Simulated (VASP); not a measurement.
# Na2S (Fm-3m) in VASP: vibrations by perturbation theory with PBEsol

Aim: the vibrations by perturbation theory of Na2S with PBEsol.

Program: VASP 6.6.1. These are calculated values, not measurements. Logs are shortened: lines on timing, memory, paths and dates and some standing lists are left out, and cuts for length are marked.

### 1 The cell of the first run

It takes space group Fm-3m (No. 225, cubic). Conventional cell: a = 6.596 Å, b = 6.596 Å, c = 6.596 Å, α = 90.00°, β = 90.00°, γ = 90.00°. S (site symmetry m-3m) has 8 Na at 2.86 Å within 3.8 Å. Within 3.8 Å of Na (site symmetry -43m) lie 4 S at 2.86 Å and 6 Na at 3.30 Å.

### 2 Vibrations by perturbation theory, PBEsol

INCAR

```
ALGO     = Normal         # electronic algorithm
EDIFF    = 1E-8           # SCF threshold, eV
ENCUT    = 500            # plane-wave cutoff, eV
GGA      = PS             # functional
GGA_COMPAT= F            
IBRION   = 8              # ionic algorithm
ISIF     = 2              # what is computed and relaxed
ISMEAR   = 0              # smearing method
LASPH    = T              # aspherical terms in the spheres
LCHARG   = F              # write CHGCAR
LEPSILON = T              # dielectric tensor by DFPT
LREAL    = F              # projectors in reciprocal space
LWAVE    = F              # write WAVECAR
NELM     = 120            # most SCF steps
NSW      = 1              # ionic steps
PREC     = Accurate       # precision mode
SIGMA    = 0.01           # smearing width, eV
```

KPOINTS

```
k-points
0
Gamma
  8 8 8
```

POSCAR

```
Na2S
1.0
    0.0000000000      3.2980000000      3.2980000000
    3.2980000000      0.0000000000      3.2980000000
    3.2980000000      3.2980000000      0.0000000000
S Na
1 2
Direct
    0.0000000000      0.0000000000      0.0000000000
    0.2500000000      0.2500000000      0.2500000000
    0.7500000000      0.7500000000      0.7500000000
```

Potentials or basis: VASP PAW PBE potentials, release 64 (S, Na_pv).

Run with:

```console
cat potpaw_PBE.64/S/POTCAR potpaw_PBE.64/Na_pv/POTCAR > POTCAR
mpirun -np 1 vasp_std > vasp.out
```

OUTCAR:

```text
EDIFF = 1E-8
   ENCUT = 500
   GGA = PS
   IBRION = 8
   ISIF = 2
   ISMEAR = 0
   LASPH = T
   LEPSILON = T
   LREAL = F
   NELM = 120
   NSW = 1
   PREC = Accurate

 ion  position               nearest neighbor table
   1  0.000  0.000  0.000-
   2  0.250  0.250  0.250-
   3  0.750  0.750  0.750-

  LATTYP: Found a face centered cubic cell.
 ALAT       =     6.5960000000

  Lattice vectors:

 A1 = (   0.0000000000,   3.2980000000,   3.2980000000)
 A2 = (   3.2980000000,   0.0000000000,   3.2980000000)
 A3 = (   3.2980000000,   3.2980000000,   0.0000000000)

Analysis of symmetry for initial positions (statically):
=====================================================================
 Subroutine PRICEL returns:
 Original cell was already a primitive cell.

 Routine SETGRP: Setting up the symmetry group for a
 face centered cubic supercell.

 Subroutine GETGRP returns: Found 48 space group operations
 (whereof 48 operations were pure point group operations)
 out of a pool of 48 trial point group operations.

The static configuration has the point symmetry O_h .

Analysis of symmetry for dynamics (positions and initial velocities):
=====================================================================
 Subroutine PRICEL returns:
 Original cell was already a primitive cell.

 Routine SETGRP: Setting up the symmetry group for a
 face centered cubic supercell.

 Subroutine GETGRP returns: Found 48 space group operations
 (whereof 48 operations were pure point group operations)
 out of a pool of 48 trial point group operations.

The dynamic configuration has the point symmetry O_h .

 Subroutine INISYM returns: Found 48 space group operations
 (whereof 48 operations are pure point group operations),
 and found     1 'primitive' translations

----------------------------------------------------------------------------------------

                                     Primitive cell

  volume of cell :      71.7434

  direct lattice vectors                    reciprocal lattice vectors
     0.000000000  3.298000000  3.298000000    -0.151607035  0.151607035  0.151607035
     3.298000000  0.000000000  3.298000000     0.151607035 -0.151607035  0.151607035
     3.298000000  3.298000000  0.000000000     0.151607035  0.151607035 -0.151607035

  length of vectors
     4.664076329  4.664076329  4.664076329     0.262591087  0.262591087  0.262591087

  position of ions in fractional coordinates (direct lattice)
     0.000000000  0.000000000  0.000000000
     0.250000000  0.250000000  0.250000000
     0.750000000  0.750000000  0.750000000

  ion indices of the primitive-cell ions
   primitive index   ion index
                 1           1
                 2           2
                 3           3

----------------------------------------------------------------------------------------

 KPOINTS: k-points

[... 575 lines left out ...]

------------------------ aborting loop because EDIFF is reached ----------------------------------------

--------------------------------------- Ionic step        3  -------------------------------------------

------------------------ aborting loop because EDIFF is reached ----------------------------------------

 PIEZOELECTRIC TENSOR FIELD DIRECTION 3  (e Angst)
 -----------------------------------------------------------------------------
     0.00006  0.00000 -0.00000           (  0.00001  0.00000 -0.00000)
     0.00000  0.00006 -0.00000           (  0.00000  0.00001  0.00000)
    -0.00000 -0.00000 -0.00080           ( -0.00000  0.00000  0.00001)

 PIEZOELECTRIC TENSOR FIELD DIRECTION 3  (C/m^2)
 -----------------------------------------------------------------------------
     0.00001  0.00000 -0.00000
     0.00000  0.00001 -0.00000
    -0.00000 -0.00000 -0.00018

--------------------------------------- Ionic step        4  -------------------------------------------

------------------------ aborting loop because EDIFF is reached ----------------------------------------

[... ionic steps 5 to 6 ...]

--------------------------------------- Ionic step        7  -------------------------------------------

 Free energy of the ion-electron system (eV)
  ---------------------------------------------------
  ---------------------------------------------------
  free energy    TOTEN  =        -0.16276594 eV

  energy without entropy =       -0.16276594

------------------------ aborting loop because EDIFF is reached ----------------------------------------

 INTERNAL STRAIN TENSOR  FOR ION    2  DIRECTION 1   (eV/Angst):
 -----------------------------------------------------------------------------
     0.00306  0.00000  0.00000
     0.00000 -0.00160 -1.00453
     0.00000 -1.00453 -0.00160

 MACROSCOPIC STATIC DIELECTRIC TENSOR (including local field effects in DFT)
 ------------------------------------------------------
           3.566666     0.000000     0.000000
           0.000000     3.566666    -0.000000
           0.000000     0.000000     3.566666
 ------------------------------------------------------

 PIEZOELECTRIC TENSOR (including local field effects)  for field in x, y, z        (e  Angst)
          XX          YY          ZZ          XY          YZ          ZX
  --------------------------------------------------------------------------------
  x     0.00000     0.00000     0.00000     0.00000     0.00000     0.00000
  y     0.00000     0.00000     0.00000     0.00000     0.00000     0.00000
  z     0.00000     0.00000     0.00000     0.00000     0.00000     0.00000

 PIEZOELECTRIC TENSOR (including local field effects)  for field in x, y, z        (C/m^2)
          XX          YY          ZZ          XY          YZ          ZX
  --------------------------------------------------------------------------------
  x     0.00000     0.00000     0.00000     0.00000     0.00000     0.00000
  y     0.00000     0.00000     0.00000     0.00000     0.00000     0.00000
  z     0.00000     0.00000     0.00000     0.00000     0.00000     0.00000

 BORN EFFECTIVE CHARGES (including local field effects) (in |e|, cummulative output)
 ---------------------------------------------------------------------------------
 ion    1
    1    -1.93975    -0.00000    -0.00000
    2     0.00000    -1.93975    -0.00000
    3    -0.00000     0.00000    -1.93975
 ion    2
    1     0.96988     0.00000     0.00000
    2     0.00000     0.96988     0.00000
    3     0.00000     0.00000     0.96988
 ion    3
    1     0.96988     0.00000     0.00000
    2    -0.00000     0.96988     0.00000
    3    -0.00000    -0.00000     0.96988

 INTERNAL STRAIN TENSOR FOR ION    3 for displacements in x,y,z  (eV/Angst):
          X           Y           Z          XY          YZ          ZX
  --------------------------------------------------------------------------------
  x     0.00000     0.00000     0.00000     0.00000     1.00453     0.00000
  y     0.00000     0.00000     0.00000     0.00000     0.00000     1.00453
  z     0.00000     0.00000     0.00000     1.00453     0.00000     0.00000

 SECOND DERIVATIVES (NOT SYMMETRIZED)
 ------------------------------------
               1X          1Y          1Z          2X          2Y          2Z          3X          3Y          3Z
  1X    -2.477070    0.000000    0.000000    1.238535    0.000000    0.000000    1.238535    0.000000    0.000000
  1Y     0.000000   -2.477070    0.000000    0.000000    1.238535    0.000000    0.000000    1.238535    0.000000
  1Z     0.000000    0.000000   -2.477070    0.000000    0.000000    1.238535    0.000000    0.000000    1.238535
  2X     1.248697    0.000000    0.000000   -1.987008    0.000000    0.000000    0.738311    0.000000    0.000000
  2Y     0.000000    1.248697    0.000000    0.000000   -1.987008    0.000000    0.000000    0.738311    0.000000
  2Z     0.000000    0.000000    1.248697    0.000000    0.000000   -1.987008    0.000000    0.000000    0.738311
  3X     1.248697    0.000000    0.000000    0.738311    0.000000    0.000000   -1.987008    0.000000    0.000000
  3Y     0.000000    1.248697    0.000000    0.000000    0.738311    0.000000    0.000000   -1.987008    0.000000
  3Z     0.000000    0.000000    1.248697    0.000000    0.000000    0.738311    0.000000    0.000000   -1.987008

 Eigenvectors and eigenvalues of the dynamical matrix
 ----------------------------------------------------

   1 f  =    5.670482 THz    35.628690 2PiTHz  189.146926 cm-1    23.451219 meV
             X         Y         Z           dx          dy          dz
      0.000000  0.000000  0.000000     0.057201    0.761375    0.064775
      1.649000  1.649000  1.649000    -0.033916   -0.451436   -0.038407
      4.947000  4.947000  4.947000    -0.033916   -0.451436   -0.038407
[... 43 lines left out ...]
   9 f/i=    0.011406 THz     0.071669 2PiTHz    0.380477 cm-1     0.047173 meV
             X         Y         Z           dx          dy          dz
      0.000000  0.000000  0.000000     0.006248   -0.000884   -0.642496
      1.649000  1.649000  1.649000     0.005269   -0.000746   -0.541804
      4.947000  4.947000  4.947000     0.005269   -0.000746   -0.541804

--------------------------------------------------------------------------------------------------------

 MACROSCOPIC STATIC DIELECTRIC TENSOR IONIC CONTRIBUTION
 ------------------------------------------------------
           3.820745    -0.000000    -0.000000
          -0.000000     3.820745    -0.000000
          -0.000000    -0.000000     3.820745
 ------------------------------------------------------

 ELASTIC MODULI CONTR FROM IONIC RELAXATION (kBar)
 Direction    XX          YY          ZZ          XY          YZ          ZX
 --------------------------------------------------------------------------------
 XX          -0.0000     -0.0000     -0.0000     -0.0000     -0.0000     -0.0000
 YY          -0.0000     -0.0000      0.0000      0.0000     -0.0000     -0.0000
 ZZ          -0.0000      0.0000     -0.0000     -0.0000     -0.0000      0.0000
 XY          -0.0000      0.0000     -0.0000    -16.5374     -0.0000      0.0000
 YZ          -0.0000     -0.0000     -0.0000     -0.0000    -16.5374     -0.0000
 ZX          -0.0000     -0.0000      0.0000      0.0000     -0.0000    -16.5374
 --------------------------------------------------------------------------------

 PIEZOELECTRIC TENSOR IONIC CONTR  for field in x, y, z        (C/m^2)
          XX          YY          ZZ          XY          YZ          ZX
  --------------------------------------------------------------------------------
  x    -0.00000     0.00000    -0.00000    -0.00000    -0.00000     0.00000
  y     0.00000     0.00000     0.00000     0.00000     0.00000     0.00000
  z    -0.00000    -0.00000    -0.00000    -0.00000    -0.00000    -0.00000
```

Run time: 16 min. Hardware: 1 thread of Intel Xeon 8259CL, shared host; peak memory 0.46 GiB.

Results:

```
Electronic dielectric tensor (diagonal)                 : 3.57
Born charges (mean of the diagonal)                     : S -1.94; Na +0.97 e
Highest phonon frequency at Γ, LO-TO splitting left out : 189 cm⁻¹
```

Phonon frequencies in cm⁻¹ (negative: imaginary):
```tsv
q point	frequencies
(0.000, 0.000, 0.000)	0 0 0 180 180 180 189 189 189
```

Electronic dielectric tensor:
```
3.57 0.00 0.00
0.00 3.57 0.00
0.00 0.00 3.57
```

Born effective charge tensors (e):
atom 1, S
```
-1.94  0.00  0.00
 0.00 -1.94  0.00
 0.00  0.00 -1.94
```
atom 2, Na
```
0.97 0.00 0.00
0.00 0.97 0.00
0.00 0.00 0.97
```
atom 3, Na
```
0.97 0.00 0.00
0.00 0.97 0.00
0.00 0.00 0.97
```

Caveat: the cell stands under pressure or tension, which shifts response properties.
